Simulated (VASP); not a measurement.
# W in VASP: relaxation of the atoms with PBEsol

Aim: the relaxation of the atoms of W with PBEsol.

Everything below comes from runs of VASP 6.6.1. Logs are shortened: lines on timing, memory, paths and dates and some standing lists are left out, and cuts for length are marked.

**1. The cell of the first run**

The cell holds a slab with vacuum, 5 atoms: a = 2.827 Å, b = 2.827 Å, c = 24.233 Å, α = 90.00°, β = 90.00°, γ = 120.00°.

**2. Relaxation of the atoms, PBEsol**

File INCAR:

```
SYSTEM = W
PREC = Accurate
ENCUT = 520
EDIFF = 1E-7
ISMEAR = 0
SIGMA = 0.1
LREAL = .FALSE.
LASPH = .TRUE.
NELM = 80
ALGO = Normal
ISIF = 2
LWAVE = .FALSE.
LCHARG = .FALSE.
LDIPOL = .TRUE.
IDIPOL = 3
DIPOL = 0.5 0.5 0.500
GGA = PS
IBRION = 2
NSW = 80
EDIFFG = -0.02
```

File KPOINTS:

```
regular mesh
0
G
  12 12 1
  0 0 0
```

File POSCAR:

```
W
1.0
    2.8270069242      0.0000000000      0.0000000000
   -1.4135034621      2.4482598130      0.0000000000
    0.0000000000      0.0000000000     24.2329659515
W
5
Direct
    0.6666666667      0.3333333333      0.3094957512
    0.3333333333      0.6666666667      0.4047478756
    0.0000000000      0.0000000000      0.5000000000
    0.6666666667      0.3333333333      0.5952521244
    0.3333333333      0.6666666667      0.6905042488
```

Potentials or basis: VASP PAW PBE potentials, release 64 (W_sv).

Command:

```bash
$ cat potpaw_PBE.64/W_sv/POTCAR > POTCAR
$ mpirun -np 1 vasp_std > vasp.out
```

OUTCAR:

```text
SYSTEM = W
   PREC = Accurate
   ENCUT = 520
   EDIFF = 1E-7
   ISMEAR = 0
   LREAL = .FALSE.
   LASPH = .TRUE.
   NELM = 80
   ISIF = 2
   GGA = PS
   IBRION = 2
   NSW = 80
   EDIFFG = -0.02

 ion  position               nearest neighbor table
   1  0.667  0.333  0.309-   2 2.83   2 2.83   2 2.83
   2  0.333  0.667  0.405-   1 2.83   3 2.83   1 2.83   3 2.83   3 2.83   1 2.83
   3  0.000  0.000  0.500-   2 2.83   4 2.83   2 2.83   4 2.83   4 2.83   2 2.83
   4  0.667  0.333  0.595-   5 2.83   3 2.83   5 2.83   3 2.83   3 2.83   5 2.83
   5  0.333  0.667  0.691-   4 2.83   4 2.83   4 2.83

  LATTYP: Found a hexagonal cell.
 ALAT       =     2.8270069242
 C/A-ratio  =     8.5719513964

  Lattice vectors:

 A1 = (   2.8270069242,   0.0000000000,   0.0000000000)
 A2 = (  -1.4135034621,   2.4482598130,   0.0000000000)
 A3 = (   0.0000000000,   0.0000000000,  24.2329659515)

Analysis of symmetry for initial positions (statically):
=====================================================================
 Subroutine PRICEL returns:
 Original cell was already a primitive cell.

 Routine SETGRP: Setting up the symmetry group for a
 hexagonal supercell.

 Subroutine GETGRP returns: Found 12 space group operations
 (whereof 12 operations were pure point group operations)
 out of a pool of 24 trial point group operations.

The static configuration has the point symmetry D_3d.

Analysis of symmetry for dynamics (positions and initial velocities):
=====================================================================
 Subroutine PRICEL returns:
 Original cell was already a primitive cell.

 Routine SETGRP: Setting up the symmetry group for a
 hexagonal supercell.

 Subroutine GETGRP returns: Found 12 space group operations
 (whereof 12 operations were pure point group operations)
 out of a pool of 24 trial point group operations.

The dynamic configuration has the point symmetry D_3d.

 Subroutine INISYM returns: Found 12 space group operations
 (whereof 12 operations are pure point group operations),
 and found     1 'primitive' translations

----------------------------------------------------------------------------------------

                                     Primitive cell

  volume of cell :     167.7224

  direct lattice vectors                    reciprocal lattice vectors
     2.827006924  0.000000000  0.000000000     0.353731005  0.204226691  0.000000000
    -1.413503462  2.448259813  0.000000000     0.000000000  0.408453382  0.000000000
     0.000000000  0.000000000 24.232965951     0.000000000  0.000000000  0.041266100

  length of vectors
     2.827006924  2.827006924 24.232965951     0.408453382  0.408453382  0.041266100

  position of ions in fractional coordinates (direct lattice)
     0.666666667  0.333333333  0.309495751
     0.333333333  0.666666667  0.404747876
     0.000000000  0.000000000  0.500000000
     0.666666667  0.333333333  0.595252124
     0.333333333  0.666666667  0.690504249

  ion indices of the primitive-cell ions
   primitive index   ion index
                 1           1
                 2           2
                 3           3
                 4           4
                 5           5

----------------------------------------------------------------------------------------

 KPOINTS: regular mesh

Automatic generation of k-mesh.
 Grid dimensions read from file:
 generate k-points for:   12   12    1

 Generating k-lattice:

  Cartesian coordinates                     Fractional coordinates (reciprocal lattice)
     0.029477584  0.017018891  0.000000000     0.083333333  0.000000000  0.000000000
     0.000000000  0.034037782  0.000000000     0.000000000  0.083333333  0.000000000
     0.000000000  0.000000000  0.041266100     0.000000000  0.000000000  1.000000000

  Length of vectors
     0.034037782  0.034037782  0.041266100

  Shift w.r.t. Gamma in fractional coordinates (k-lattice)
     0.000000000  0.000000000  0.000000000

 Subroutine IBZKPT returns following result:
 ===========================================

 Found     19 irreducible k-points:

 Following reciprocal coordinates:
            Coordinates               Weight
  0.000000  0.000000  0.000000      1.000000
  0.083333  0.000000  0.000000      6.000000
  0.166667  0.000000  0.000000      6.000000
  0.250000  0.000000  0.000000      6.000000
  0.333333  0.000000  0.000000      6.000000
  0.416667  0.000000  0.000000      6.000000
[... 11 lines left out ...]
  0.333333  0.250000  0.000000     12.000000
  0.333333  0.333333  0.000000      2.000000
   k-points           NKPTS =     19   k-points in BZ     NKDIM =     19   number of bands    NBANDS=     42
   number of dos      NEDOS =    301   number of ions     NIONS =      5
   total plane-waves  NPLWV = 103680
   dimension x,y,z NGX =    24 NGY =   24 NGZ =  180
   dimension x,y,z NGXF=    48 NGYF=   48 NGZF=  360
   ions per type =               5
   NGX,Y,Z   is equivalent  to a cutoff of  14.11, 14.11, 12.35 a.u.
   NGXF,Y,Z  is equivalent  to a cutoff of  28.23, 28.23, 24.70 a.u.
 SYSTEM =  W
   PREC   = accura    normal or accurate (medium, high low for compatibility)
   ISTART =      0    job   : 0-new  1-cont  2-samecut
   ICHARG =      2    charge: 1-file 2-atom 10-const
   ISPIN  =      1    spin polarized calculation?
   LNONCOLLINEAR =      F non collinear calculations
   LSORBIT =      F    spin-orbit coupling
   LASPH  =      T    aspherical Exc in radial PAW
   ENCUT  =  520.0 eV  38.22 Ry    6.18 a.u.   5.26  5.26 45.06*2*pi/ulx,y,z
   NELM   =     80;   NELMIN=  2; NELMDL= -5     # of ELM steps
   EDIFF  = 0.1E-06   stopping-criterion for ELM
   LREAL  =      F    real-space projection
   EDIFFG = -.2E-01   stopping-criterion for IOM
   NSW    =     80    number of steps for IOM
   IBRION =      2    ionic relax: 0-MD 1-quasi-New 2-CG
   NFREE  =      1    steps in history (QN), initial steepest desc. (CG)
   ISIF   =      2    stress and relaxation
   ISYM   =      2    0-nonsym 1-usesym 2-fastsym
   POTIM  = 0.5000    time-step for ionic-motion
   TEBEG  =    0.0;   TEEND  =   0.0 temperature during run
   PSTRESS=    0.0 pullay stress
   NELECT =      70.0000    total number of electrons
   NUPDOWN=      -1.0000    fix difference up-down
   EMIN   =  10.00;   EMAX   =-10.00  energy-range for DOS
   EFERMI =   0.00;   METHOD = LEGACY
   ISMEAR =     0;   SIGMA  =   0.10  broadening in eV -4-tet -1-fermi 0-gaus
   EFERMI_NEDOS =   21; number of points for ismear=-14 and -15
   IALGO  =     38    algorithm
   IMIX   =      4    mixing-type and parameters
     AMIX     =   0.40;   BMIX     =  1.00
     AMIX_MAG =   1.60;   BMIX_MAG =  1.00
  volume/ion in A,a.u.               =      33.54       226.37
  Fermi-wavevector in a.u.,A,eV,Ry     =   1.223425  2.311937 20.364760  1.496768
  Thomas-Fermi vector in A             =   2.358536
   LORBIT       =      0    0 simple, 1 ext, 2 COOP (PROOUT), +10 PAW based schemes
   GGA     = PS    functional components
   LHFCALC =     F    Hartree Fock is set to
   AEXX    =    0.0000 exact exchange contribution
   IVDW    =     0    specifies the selected vdW correction
   LEPSILON=     F    determine dielectric tensor
   LRPA    =     F    only Hartree local field effects (RPA)
 conjugate gradient relaxation of ions
 non-spin polarized calculation
 Gauss-broadening in eV      SIGMA  =   0.10
  energy-cutoff  :      520.00
  volume of cell :      167.72
 maximum number of plane-waves:      4540
 NGX is ok and might be reduce to    24
   NGX = 11   NGY = 11   NGZ = 91

--------------------------------------- Ionic step        1  -------------------------------------------

 number of electron      70.0000010 magnetization

 Free energy of the ion-electron system (eV)
  ---------------------------------------------------
  ext. energy  EPLUGINS =         0.00000000
  ---------------------------------------------------
  free energy    TOTEN  =       -64.02317647 eV

  energy without entropy =      -63.99103518  energy(sigma->0) =      -64.00710583

------------------------ aborting loop because EDIFF is reached ----------------------------------------

  FORCE on cell =-STRESS in cart. coord.  units (eV):
  Direction    XX          YY          ZZ          XY          YZ          ZX
  --------------------------------------------------------------------------------------
  -------------------------------------------------------------------------------------
  Total       -7.3755863     -7.3755863      1.2216720      0.0000000     -0.0000000      0.0000000
  in kB      -70.4557082    -70.4557082     11.6700910      0.0000000     -0.0000000      0.0000000
  external PRESSURE =     -43.0804418 kB  Pullay stress =       0.0000000 kB
[... 143 lines left out ...]
--------------------------------------- Ionic step        5  -------------------------------------------

 number of electron      70.0000008 magnetization

 dipolmoment           0.000000      0.000000      0.000000 electrons x Angstroem

------------------------ aborting loop because EDIFF is reached ----------------------------------------

  FORCE on cell =-STRESS in cart. coord.  units (eV):
  Direction    XX          YY          ZZ          XY          YZ          ZX
  --------------------------------------------------------------------------------------
  -------------------------------------------------------------------------------------
  Total       -8.0024753     -8.0024753      0.5640178      0.0000000      0.0000000     -0.0000000
  in kB      -76.4441010    -76.4441010      5.3878122      0.0000000      0.0000000     -0.0000000
  external PRESSURE =     -49.1667966 kB  Pullay stress =       0.0000000 kB
[... 26 lines left out ...]
--------------------------------------- Ionic step        6  -------------------------------------------

 number of electron      70.0000009 magnetization

 dipolmoment           0.000000      0.000000     -0.000000 electrons x Angstroem

 Free energy of the ion-electron system (eV)
  ---------------------------------------------------
  ext. energy  EPLUGINS =         0.00000000
  ---------------------------------------------------
  free energy    TOTEN  =       -64.03195593 eV

  energy without entropy =      -64.00439986  energy(sigma->0) =      -64.01817789

 E-fermi :   2.5150     XC(G=0):  -7.4281

 val. band max:        2.5141379899   @ k =   0.0833   0.0833   0.0000
 cond. band min:       2.5161124116   @ k =   0.0000   0.0000   0.0000
 fundamental gap:      0.0019744218
 Fermi energy:         2.5149998595

 k-point     1 :       0.0000    0.0000    0.0000
  band No.  band energies     occupation
      1     -71.2100      2.00000
      2     -71.2093      2.00000
      3     -71.1240      2.00000
      4     -71.1098      2.00000
      5     -71.0050      2.00000
      6     -35.9143      2.00000
[... 844 lines left out ...]
     41       5.5705      0.00000
     42       5.5705      0.00000

------------------------ aborting loop because EDIFF is reached ----------------------------------------

 vacuum level on the upper side and lower side of the slab       (xc-potential included)        -0.125        -0.125

  FORCE on cell =-STRESS in cart. coord.  units (eV):
  Direction    XX          YY          ZZ          XY          YZ          ZX
  --------------------------------------------------------------------------------------
  -------------------------------------------------------------------------------------
  Total       -8.5791079     -8.5791079      0.1809281     -0.0000000      0.0000000      0.0000000
  in kB      -81.9524167    -81.9524167      1.7283263     -0.0000000      0.0000000      0.0000000
  external PRESSURE =     -54.0588357 kB  Pullay stress =       0.0000000 kB
[... 20 lines left out ...]
  FREE ENERGIE OF THE ION-ELECTRON SYSTEM (eV)
  ---------------------------------------------------
  free  energy   TOTEN  =       -64.0319559278 eV

  energy  without entropy=      -64.0043998561  energy(sigma->0) =      -64.01817789

 reached required accuracy - stopping structural energy minimisation

 vacuum level on the upper side and lower side of the slab         7.570         7.570
```

Run time: 12 min. Hardware: 1 thread of Intel Xeon Platinum 8488C (Sapphire Rapids), shared host; peak memory 0.36 GiB.

Results:

| Property | Result |
| --- | --- |
| Free energy | -64.0320 eV |
| Energy gained by relaxing | 1.8 meV/atom |
| Ionic steps | 6 |
| Largest force after relaxing | 0.019 eV/Å |
| Band gap on the k mesh | zero (bands 35 and 36 overlap by 1.42 eV) |

Forces in eV/Å, atoms in the order of the input:
```
W    0.000  0.000 -0.016
W    0.000  0.000 -0.019
W    0.000  0.000  0.000
W    0.000  0.000  0.019
W    0.000  0.000  0.016
```

The path:
```
step  energy change (eV)  largest force (eV/Å)  pressure (GPa)
   1              0.0000                0.2427           -4.31
   2             -0.0043                0.0946           -4.62
   3             -0.0044                0.0617           -4.58
   4             -0.0050                0.0592           -4.67
   5             -0.0066                0.0493           -4.92
   6             -0.0088                0.0195           -5.41
```

Final structure:
```xyz
5
Lattice="2.8270 0.0000 0.0000 -1.4135 2.4483 0.0000 0.0000 0.0000 24.2330" Properties=species:S:1:pos:R:3 pbc="T T T"
W     1.4135    0.8161    7.4570
W     0.0000    1.6322    9.7944
W     0.0000    0.0000   12.1165
W     1.4135    0.8161   14.4386
W     0.0000    1.6322   16.7760
```

Caveat: the PAW data sets were made with another functional, which shifts forces and pressure a little; spin-orbit coupling is left out, which moves the levels of the heavy elements.
